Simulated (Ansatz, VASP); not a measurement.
# BaZrO3 in VASP and in Ansatz

POSCAR

```
BaZrO3
1.0
    4.1628705846      0.0000000000      0.0000000000
    0.0000000000      4.1628705846      0.0000000000
    0.0000000000      0.0000000000      4.1628705846
Ba Zr O
1 1 3
Direct
    0.0000000000      0.0000000000      0.0000000000
    0.5000000000      0.5000000000      0.5000000000
    0.0000000000      0.5000000000      0.5000000000
    0.5000000000      0.0000000000      0.5000000000
    0.5000000000      0.5000000000      0.0000000000
```

File INCAR.step1:

```
SYSTEM = BaZrO3
  PREC = Accurate
  ENCUT = 520
  ISMEAR = 0
  SIGMA = 0.01
  LREAL = .FALSE.
  LASPH = .TRUE.
  NELM = 80
  NBANDS = 28
  GGA = PE
  ALGO = Normal
  EDIFF = 1E-4
  LWAVE = .TRUE.
  LCHARG = .FALSE.
```

Contents of INCAR.step2:

```
SYSTEM = BaZrO3
  PREC = Accurate
  ENCUT = 520
  EDIFF = 1E-6
  ISMEAR = 0
  SIGMA = 0.01
  LREAL = .FALSE.
  LASPH = .TRUE.
  NELM = 80
  ALGO = Normal
  ISIF = 2
  LWAVE = .FALSE.
  LCHARG = .TRUE.
  METAGGA = R2SCAN
  LMIXTAU = .TRUE.
  LELF = .TRUE.
  LVHAR = .TRUE.
  NBANDS = 28
  ISTART = 1
```

Contents of KPOINTS:

```
Automatic mesh
0
G
  6 6 6
  0 0 0
```

Input for Ansatz:

```yaml
crystal:
  lattice:
    - [4.1628705846, 0.0, 0.0]
    - [0.0, 4.1628705846, 0.0]
    - [0.0, 0.0, 4.1628705846]
  atoms:
    - { symbol: Ba, position: [0.0, 0.0, 0.0] }
    - { symbol: Zr, position: [0.5, 0.5, 0.5] }
    - { symbol: O, position: [0.0, 0.5, 0.5] }
    - { symbol: O, position: [0.5, 0.0, 0.5] }
    - { symbol: O, position: [0.5, 0.5, 0.0] }
kpoints:
  mp_grid: { grid: [6, 6, 6] }
hamiltonian:
  xc: r2scan
scf:
  occupations: { method: fixed }
  n_extra_bands: 5
output:
  forces: true
  stress: true
  eigenvalues: true
```

Alike in both runs: task single point; functional r2SCAN; k mesh 6 × 6 × 6; no spin polarisation.

|  | VASP | Ansatz |
| --- | --- | --- |
| version | VASP 6.6.1 | Ansatz 0.2.0 |
| potentials or method | VASP PAW PBE potentials, release 64 (Ba_sv, Zr_sv, O) | plane waves, PAW |
| plane-wave cutoff (eV) | 520 | 500 |
| occupations | gaussian, width 0.01 eV | fixed |
| valence electrons in the cell | 40 | 40 |

Ansatz gave:

```
gap on the k mesh at the Fermi level (eV) : 3.81
pressure (GPa)                            : 5.3
```

**Question.** What did VASP give for the same quantities?

**Answer.** gap on the k mesh at the Fermi level (eV): 3.75; pressure (GPa): 6.4.

VASP's potentials were made for PBE, not for r2SCAN.

Neither program's run includes spin-orbit coupling.
